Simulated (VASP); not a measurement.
# AlN (F-43m) in VASP: a series of runs

AlN is run at these levels: PBE; tasks: single point.

Everything below comes from runs of VASP 6.6.1. Logs are shortened: lines on timing, memory, paths and dates and some standing lists are left out, and cuts for length are marked.

## 1. The cell of the first run

Symmetry: F-43m, No. 216, cubic system. Conventional cell: a = 4.417 Å, b = 4.417 Å, c = 4.417 Å, α = 90.00°, β = 90.00°, γ = 90.00°. Al (site symmetry -43m) has 4 N at 1.91 Å within 2.5 Å. Within 2.5 Å of N (site symmetry -43m) lie 4 Al at 1.91 Å.

## 2. Single point, PBE

File INCAR:

```
SYSTEM = AlN
PREC     = Accurate       ! precision mode
ENCUT    = 520            ! plane-wave cutoff, eV
EDIFF    = 1E-6           ! SCF threshold, eV
ISMEAR   = 0              ! smearing method
SIGMA    = 0.05           ! smearing width, eV
LREAL    = .FALSE.        ! projectors in reciprocal space
LASPH    = .TRUE.         ! aspherical terms in the spheres
NELM     = 80             ! most SCF steps
ALGO     = Normal         ! electronic algorithm
ISIF     = 2              ! what is computed and relaxed
LWAVE    = .FALSE.        ! write WAVECAR
LCHARG   = .FALSE.        ! write CHGCAR
GGA      = PE             ! functional
NBANDS   = 11             ! bands
```

File KPOINTS:

```
Automatic mesh
0
G
  6 6 6
  0 0 0
```

File POSCAR:

```
AlN
1.0
    0.0000000000      2.2084186788      2.2084186788
    2.2084186788      0.0000000000      2.2084186788
    2.2084186788      2.2084186788      0.0000000000
Al N
1 1
Direct
    0.0000000000      0.0000000000      0.0000000000
    0.2500000000      0.2500000000      0.2500000000
```

Potentials or basis: VASP PAW PBE potentials, release 64 (Al, N).

On the command line:

```
> cat potpaw_PBE.64/Al/POTCAR potpaw_PBE.64/N/POTCAR > POTCAR
> mpirun -np 1 vasp_std > vasp.out
```

OUTCAR:

```text
SYSTEM = AlN
   PREC = Accurate
   ENCUT = 520
   EDIFF = 1E-6
   ISMEAR = 0
   LREAL = .FALSE.
   LASPH = .TRUE.
   NELM = 80
   ISIF = 2
   GGA = PE

 ion  position               nearest neighbor table
   1  0.000  0.000  0.000-   2 1.91   2 1.91   2 1.91   2 1.91
   2  0.250  0.250  0.250-   1 1.91   1 1.91   1 1.91   1 1.91

  LATTYP: Found a face centered cubic cell.
 ALAT       =     4.4168373576

  Lattice vectors:

 A1 = (   0.0000000000,   2.2084186788,   2.2084186788)
 A2 = (   2.2084186788,   0.0000000000,   2.2084186788)
 A3 = (   2.2084186788,   2.2084186788,   0.0000000000)

Analysis of symmetry for initial positions (statically):
=====================================================================
 Subroutine PRICEL returns:
 Original cell was already a primitive cell.

 Routine SETGRP: Setting up the symmetry group for a
 face centered cubic supercell.

 Subroutine GETGRP returns: Found 24 space group operations
 (whereof 24 operations were pure point group operations)
 out of a pool of 48 trial point group operations.

The static configuration has the point symmetry T_d .

Analysis of symmetry for dynamics (positions and initial velocities):
=====================================================================
 Subroutine PRICEL returns:
 Original cell was already a primitive cell.

 Routine SETGRP: Setting up the symmetry group for a
 face centered cubic supercell.

 Subroutine GETGRP returns: Found 24 space group operations
 (whereof 24 operations were pure point group operations)
 out of a pool of 48 trial point group operations.

The dynamic configuration has the point symmetry T_d .

 Subroutine INISYM returns: Found 24 space group operations
 (whereof 24 operations are pure point group operations),
 and found     1 'primitive' translations

----------------------------------------------------------------------------------------

                                     Primitive cell

  volume of cell :      21.5414

  direct lattice vectors                    reciprocal lattice vectors
     0.000000000  2.208418679  2.208418679    -0.226406344  0.226406344  0.226406344
     2.208418679  0.000000000  2.208418679     0.226406344 -0.226406344  0.226406344
     2.208418679  2.208418679  0.000000000     0.226406344  0.226406344 -0.226406344

  length of vectors
     3.123175647  3.123175647  3.123175647     0.392147292  0.392147292  0.392147292

  position of ions in fractional coordinates (direct lattice)
     0.000000000  0.000000000  0.000000000
     0.250000000  0.250000000  0.250000000

  ion indices of the primitive-cell ions
   primitive index   ion index
                 1           1
                 2           2

----------------------------------------------------------------------------------------

 KPOINTS: Automatic mesh

Automatic generation of k-mesh.
 Grid dimensions read from file:
 generate k-points for:    6    6    6

 Generating k-lattice:

  Cartesian coordinates                     Fractional coordinates (reciprocal lattice)
    -0.037734391  0.037734391  0.037734391     0.166666667  0.000000000  0.000000000
     0.037734391 -0.037734391  0.037734391     0.000000000  0.166666667  0.000000000
     0.037734391  0.037734391 -0.037734391     0.000000000  0.000000000  0.166666667

  Length of vectors
     0.065357882  0.065357882  0.065357882

  Shift w.r.t. Gamma in fractional coordinates (k-lattice)
     0.000000000  0.000000000  0.000000000

 Subroutine IBZKPT returns following result:
 ===========================================

 Found     16 irreducible k-points:

 Following reciprocal coordinates:
            Coordinates               Weight
  0.000000  0.000000  0.000000      1.000000
  0.166667  0.000000  0.000000      8.000000
  0.333333  0.000000  0.000000      8.000000
  0.500000  0.000000  0.000000      4.000000
  0.166667  0.166667  0.000000      6.000000
  0.333333  0.166667  0.000000     24.000000
[... 8 lines left out ...]
 -0.333333  0.333333  0.166667     24.000000
 -0.333333  0.500000  0.166667     12.000000
   k-points           NKPTS =     16   k-points in BZ     NKDIM =     16   number of bands    NBANDS=     11
   number of dos      NEDOS =    301   number of ions     NIONS =      2
   total plane-waves  NPLWV =  13824
   dimension x,y,z NGX =    24 NGY =   24 NGZ =   24
   dimension x,y,z NGXF=    48 NGYF=   48 NGZF=   48
   ions per type =               1   1
   NGX,Y,Z   is equivalent  to a cutoff of  12.78, 12.78, 12.78 a.u.
   NGXF,Y,Z  is equivalent  to a cutoff of  25.55, 25.55, 25.55 a.u.
 SYSTEM =  AlN
   PREC   = accura    normal or accurate (medium, high low for compatibility)
   ISTART =      0    job   : 0-new  1-cont  2-samecut
   ICHARG =      2    charge: 1-file 2-atom 10-const
   ISPIN  =      1    spin polarized calculation?
   LNONCOLLINEAR =      F non collinear calculations
   LSORBIT =      F    spin-orbit coupling
   LASPH  =      T    aspherical Exc in radial PAW
   ENCUT  =  520.0 eV  38.22 Ry    6.18 a.u.   5.81  5.81  5.81*2*pi/ulx,y,z
   NELM   =     80;   NELMIN=  2; NELMDL= -5     # of ELM steps
   EDIFF  = 0.1E-05   stopping-criterion for ELM
   LREAL  =      F    real-space projection
   EDIFFG = 0.1E-04   stopping-criterion for IOM
   NSW    =      0    number of steps for IOM
   IBRION =     -1    ionic relax: 0-MD 1-quasi-New 2-CG
   NFREE  =      0    steps in history (QN), initial steepest desc. (CG)
   ISIF   =      2    stress and relaxation
   ISYM   =      2    0-nonsym 1-usesym 2-fastsym
   POTIM  = 0.5000    time-step for ionic-motion
   TEBEG  =    0.0;   TEEND  =   0.0 temperature during run
   PSTRESS=    0.0 pullay stress
   NELECT =       8.0000    total number of electrons
   NUPDOWN=      -1.0000    fix difference up-down
   EMIN   =  10.00;   EMAX   =-10.00  energy-range for DOS
   EFERMI =   0.00;   METHOD = LEGACY
   ISMEAR =     0;   SIGMA  =   0.05  broadening in eV -4-tet -1-fermi 0-gaus
   EFERMI_NEDOS =   21; number of points for ismear=-14 and -15
   IALGO  =     38    algorithm
   IMIX   =      4    mixing-type and parameters
     AMIX     =   0.40;   BMIX     =  1.00
     AMIX_MAG =   1.60;   BMIX_MAG =  1.00
  volume/ion in A,a.u.               =      10.77        72.68
  Fermi-wavevector in a.u.,A,eV,Ry     =   1.176739  2.223714 18.840181  1.384714
  Thomas-Fermi vector in A             =   2.313097
   LORBIT       =      0    0 simple, 1 ext, 2 COOP (PROOUT), +10 PAW based schemes
   GGA     = PE    functional components
   LHFCALC =     F    Hartree Fock is set to
   AEXX    =    0.0000 exact exchange contribution
   IVDW    =     0    specifies the selected vdW correction
   LEPSILON=     F    determine dielectric tensor
   LRPA    =     F    only Hartree local field effects (RPA)
 non-spin polarized calculation
 Gauss-broadening in eV      SIGMA  =   0.05
  energy-cutoff  :      520.00
  volume of cell :       21.54
 maximum number of plane-waves:       589
   NGX = 11   NGY = 11   NGZ = 11

 number of electron       8.0000001 magnetization

 Free energy of the ion-electron system (eV)
  ---------------------------------------------------
  ext. energy  EPLUGINS =         0.00000000
  ---------------------------------------------------
  free energy    TOTEN  =       -14.84425338 eV

  energy without entropy =      -14.84425338  energy(sigma->0) =      -14.84425338

 E-fermi :   5.9674     XC(G=0): -10.7883

 val. band max:        5.6618446970   @ k =   0.0000   0.0000   0.0000
 cond. band min:       8.9596434616   @ k =   0.5000   0.5000   0.0000
 fundamental gap:      3.2977987646
 Fermi energy:         5.9673797962

 k-point     1 :       0.0000    0.0000    0.0000
  band No.  band energies     occupation
      1      -9.1285      2.00000
      2       5.6618      2.00000
      3       5.6618      2.00000
      4       5.6618      2.00000
      5       9.5645      0.00000
      6      17.8931      0.00000
      7      17.8931      0.00000
      8      17.8931      0.00000
      9      23.0826      0.00000
     10      23.0826      0.00000
     11      24.4209      0.00000

 k-point     2 :       0.1667    0.0000    0.0000
  band No.  band energies     occupation
      1      -8.7469      2.00000
      2       3.8246      2.00000
      3       5.5305      2.00000
      4       5.5305      2.00000
      5      10.9964      0.00000
      6      16.9897      0.00000
      7      18.0658      0.00000
      8      18.0658      0.00000
      9      21.3084      0.00000
     10      21.3084      0.00000
     11      23.0058      0.00000

 k-point     3 :       0.3333    0.0000    0.0000
  band No.  band energies     occupation
      1      -7.8053      2.00000
      2       1.2012      2.00000
      3       5.2935      2.00000
      4       5.2935      2.00000
      5      12.3817      0.00000
      6      15.7900      0.00000
      7      17.1568      0.00000
      8      17.1568      0.00000
      9      22.6192      0.00000
     10      22.8440      0.00000
     11      22.8440      0.00000

 k-point     4 :       0.5000    0.0000    0.0000
  band No.  band energies     occupation
      1      -7.1774      2.00000
      2      -0.0546      2.00000
      3       5.1858      2.00000
      4       5.1858      2.00000
      5      12.7384      0.00000
      6      15.2986      0.00000
      7      16.5973      0.00000
      8      16.5973      0.00000
      9      23.2126      0.00000
     10      25.3135      0.00000
     11      25.3136      0.00000
[... 127 lines left out ...]
 k-point    14 :       0.5000    0.3333    0.1667
  band No.  band energies     occupation
      1      -7.1383      2.00000
      2       1.4262      2.00000
      3       3.3946      2.00000
      4       4.4676      2.00000
      5      11.9828      0.00000
      6      15.8696      0.00000
      7      16.1832      0.00000
      8      18.8405      0.00000
      9      21.0339      0.00000
     10      25.1885      0.00000
     11      28.2730      0.00000

 k-point    15 :      -0.3333    0.3333    0.1667
  band No.  band energies     occupation
      1      -6.7037      2.00000
      2       1.1376      2.00000
      3       2.7896      2.00000
      4       4.0517      2.00000
      5      12.0628      0.00000
      6      15.4479      0.00000
      7      17.3734      0.00000
      8      18.4348      0.00000
      9      22.0537      0.00000
     10      23.9040      0.00000
     11      29.1330      0.00000

 k-point    16 :      -0.3333    0.5000    0.1667
  band No.  band energies     occupation
      1      -6.5338      2.00000
      2       1.4291      2.00000
      3       2.9470      2.00000
      4       3.2250      2.00000
      5      10.8435      0.00000
      6      15.7320      0.00000
      7      18.2726      0.00000
      8      18.3039      0.00000
      9      21.8008      0.00000
     10      25.4913      0.00000
     11      29.5538      0.00000

------------------------ aborting loop because EDIFF is reached ----------------------------------------

  FORCE on cell =-STRESS in cart. coord.  units (eV):
  Direction    XX          YY          ZZ          XY          YZ          ZX
  --------------------------------------------------------------------------------------
  -------------------------------------------------------------------------------------
  Total       -0.2755716     -0.2755716     -0.2755716     -0.0000000     -0.0000000      0.0000000
  in kB      -20.4960802    -20.4960802    -20.4960802     -0.0000000     -0.0000000      0.0000000
  external PRESSURE =     -20.4960802 kB  Pullay stress =       0.0000000 kB

 VOLUME and BASIS-vectors are now :
 -----------------------------------------------------------------------------
  energy-cutoff  :      520.00
  volume of cell :       21.54
      direct lattice vectors                 reciprocal lattice vectors
     0.000000000  2.208418679  2.208418679    -0.226406344  0.226406344  0.226406344
     2.208418679  0.000000000  2.208418679     0.226406344 -0.226406344  0.226406344
     2.208418679  2.208418679  0.000000000     0.226406344  0.226406344 -0.226406344

 POSITION                                       TOTAL-FORCE (eV/Angst)
 -----------------------------------------------------------------------------------
      0.00000      0.00000      0.00000        -0.000000     -0.000000      0.000000
      1.10421      1.10421      1.10421         0.000000      0.000000     -0.000000
 -----------------------------------------------------------------------------------
    total drift:                                0.000000      0.000000     -0.000000

  FREE ENERGIE OF THE ION-ELECTRON SYSTEM (eV)
  ---------------------------------------------------
  free  energy   TOTEN  =       -14.8442533784 eV

  energy  without entropy=      -14.8442533784  energy(sigma->0) =      -14.84425338
```

Run time: 3.3 s. Hardware: 1 thread of Intel Xeon Platinum 8259CL at 2.50GHz (Skylake/Cascade Lake), shared host; peak memory 0.13 GiB.

Results:

```yaml
Free_energy: -14.8443 eV
Pressure: -2.0 GPa
Band_gap_on_the_k_mesh: 3.30 eV, indirect (least direct gap 3.90 eV)
```

Levels at points of the mesh, in eV from the valence-band top:
| k point | band 2 | band 3 | band 4 | band 5 | band 6 | band 7 |
| --- | --- | --- | --- | --- | --- | --- |
| (0.00, 0.00, 0.00) | 0.00 | 0.00 | 0.00 | 3.90 | 12.23 | 12.23 |
| (0.50, 0.00, 0.00) | -5.72 | -0.48 | -0.48 | 7.08 | 9.64 | 10.94 |
| (0.50, 0.50, 0.00) | -4.80 | -1.74 | -1.74 | 3.30 | 8.41 | 13.51 |

A k mesh can miss the band edges. PBE gaps usually lie below the measured ones, often by a third to a half.

## 3. Single point, PBE (volume scaled by 1.000 of the coarse rest volume)

File INCAR:

```
SYSTEM = AlN
ALGO = Normal
EDIFF = 1E-6
ENCUT = 600
GGA = PE
GGA_COMPAT = .False.
ISIF = 2
ISMEAR = 0
LASPH = .True.
LCHARG = .False.
LREAL = .False.
LWAVE = .False.
NBANDS = 11
NELM = 120
PREC = Accurate
SIGMA = 0.02
```

File KPOINTS:

```
k-points
0
Gamma
  6 6 6
  0 0 0
```

File POSCAR:

```
AlN
1.0
    0.0000000000      2.2015000000      2.2015000000
    2.2015000000      0.0000000000      2.2015000000
    2.2015000000      2.2015000000      0.0000000000
Al N
1 1
Direct
    0.0000000000      0.0000000000      0.0000000000
    0.2500000000      0.2500000000      0.2500000000
```

Potentials or basis: VASP PAW PBE potentials, release 64 (Al, N).

On the command line:

```
> cat potpaw_PBE.64/Al/POTCAR potpaw_PBE.64/N/POTCAR > POTCAR
> mpirun -np 1 vasp_std > vasp.out
```

Run time: 3.8 s. Hardware: 1 thread of Intel Xeon Platinum 8559C (Emerald Rapids), shared host; peak memory 0.14 GiB.

Results (log left out):

| Property | Result |
| --- | --- |
| Free energy | -14.8471 eV |
| Pressure | -0.4 GPa |
| Band gap on the k mesh | 3.30 eV, indirect (least direct gap 3.98 eV) |

Levels at points of the mesh, in eV from the valence-band top:
```tsv
k point	band 1	band 2	band 3	band 4	band 5	band 6	band 7	band 8
(0.00, 0.00, 0.00)	-14.84	0.00	0.00	0.00	3.98	12.32	12.32	12.32
(0.50, 0.00, 0.00)	-12.87	-5.76	-0.48	-0.48	7.16	9.70	10.99	10.99
(0.50, 0.50, 0.00)	-12.25	-4.83	-1.75	-1.75	3.30	8.47	13.64	15.44
```

[end of part 1 of 2]
